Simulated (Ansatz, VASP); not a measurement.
Zn2CdTe3 in VASP and in Ansatz

```xyz
6
Lattice="5.4200 0.0000 0.0000 0.0000 5.4200 0.0000 0.0000 0.0000 7.4685" Properties=species:S:1:pos:R:3 pbc="T T T"
Zn    2.7100    0.0000    1.0956
Zn    0.0000    2.7100    1.0956
Cd    0.0000    0.0000    4.9460
Te    0.0000    0.0000    2.0422
Te    2.7100    0.0000    5.9710
Te    0.0000    2.7100    5.9710
```

Alike in both runs: functional PBE; k mesh 4 × 4 × 4; occupations gaussian, width 0.1 eV; no spin polarisation.

Ansatz relaxed the structure, and its values are those at the end. VASP's run is a single point on that final structure, the one shown.

```csv
,VASP,Ansatz
version,VASP 6.6.1,Ansatz 0.2.0
potentials or method,"VASP PAW PBE potentials, release 64 (Zn, Cd, Te), cutoff 520 eV","scalar-relativistic, plane waves, PAW"
valence electrons in the cell,54,92
```

Ansatz gave:

| Property | Result |
| --- | --- |
| gap on the k mesh at the Fermi level (eV) | none |
| pressure (GPa) | 0.0 |
| rms of the force components (eV/Å) | 0.007 |

Task: Which values does VASP return?

Result: gap on the k mesh at the Fermi level (eV): none; pressure (GPa): 0.0; rms of the force components (eV/Å): 0.010.

A gap of «none» marks a metal or a gap that the smearing closes. VASP's potentials hold 54 valence electrons a cell and Ansatz's 92, so a difference there can come from the potentials and not from the codes.

Neither program's run includes spin-orbit coupling.
